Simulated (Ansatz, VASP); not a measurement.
One calculation of W, two programs

Contents of POSCAR:

```
W
1.0
    0.0000000000      2.2052838839      1.7201214295
    2.2052838839      0.0000000000      1.7201214295
    2.2052838839      2.2052838839      0.0000000000
W
1
Direct
    0.0000000000      0.0000000000      0.0000000000
```

File INCAR.step1:

```
ALGO     = Normal         # electronic algorithm
EDIFF    = 1E-4           # SCF threshold, eV
ENCUT    = 520            # plane-wave cutoff, eV
GGA      = PE             # functional
ISMEAR   = 0              # smearing method
LASPH    = True           # aspherical terms in the spheres
LCHARG   = False          # write CHGCAR
LREAL    = False          # projectors in reciprocal space
LWAVE    = True           # write WAVECAR
NBANDS   = 13             # bands
NELM     = 80             # most SCF steps
PREC     = Accurate       # precision mode
SIGMA    = 0.15           # smearing width, eV
```

The input INCAR.step2:

```
ALGO     = Normal         # electronic algorithm
EDIFF    = 1E-7           # SCF threshold, eV
ENCUT    = 520            # plane-wave cutoff, eV
ISIF     = 2              # what is computed and relaxed
ISMEAR   = 0              # smearing method
ISTART   = 1            
LASPH    = True           # aspherical terms in the spheres
LCHARG   = False          # write CHGCAR
LMIXTAU  = True         
LREAL    = False          # projectors in reciprocal space
LWAVE    = False          # write WAVECAR
METAGGA  = R2SCAN         # meta-GGA
NBANDS   = 13             # bands
NELM     = 80             # most SCF steps
PREC     = Accurate       # precision mode
SIGMA    = 0.15           # smearing width, eV
```

The input KPOINTS:

```
k-points
0
Gamma
  22 22 22
```

Input for Ansatz:

```yaml
crystal:
  lattice:
    - [0.0, 2.2052838839, 1.7201214295]
    - [2.2052838839, 0.0, 1.7201214295]
    - [2.2052838839, 2.2052838839, 0.0]
  atoms:
    - { symbol: W, position: [0.0, 0.0, 0.0] }
basis:
  ecutwfc: 500
kpoints:
  mp_grid: { grid: [22, 22, 22] }
hamiltonian:
  xc: r2scan
scf:
  occupations: { method: gaussian, width: 0.15 }
output:
  forces: true
  stress: true
  eigenvalues: true
```

Alike in both runs: task single point; functional r2SCAN; k mesh 22 × 22 × 22; occupations gaussian, width 0.15 eV; no spin polarisation.

|  | VASP | Ansatz |
| --- | --- | --- |
| version | VASP 6.6.1 | Ansatz 0.2.0 |
| potentials or method | VASP PAW PBE potentials, release 64 (W_sv), cutoff 520 eV | scalar-relativistic, plane waves, PAW |
| valence electrons in the cell | 14 | 14 |

```csv
,VASP,Ansatz,Ansatz less VASP
gap on the k mesh at the Fermi level (eV),none,none,-
pressure (GPa),-12.3,-13.2,-0.97
"traceless stress, the component that is largest in VASP (GPa)",-16.73,-16.80,-0.067
```

VASP's potentials were made for PBE, not for r2SCAN. A gap of «none» marks a metal or a gap that the smearing closes.

Neither program's run includes spin-orbit coupling.
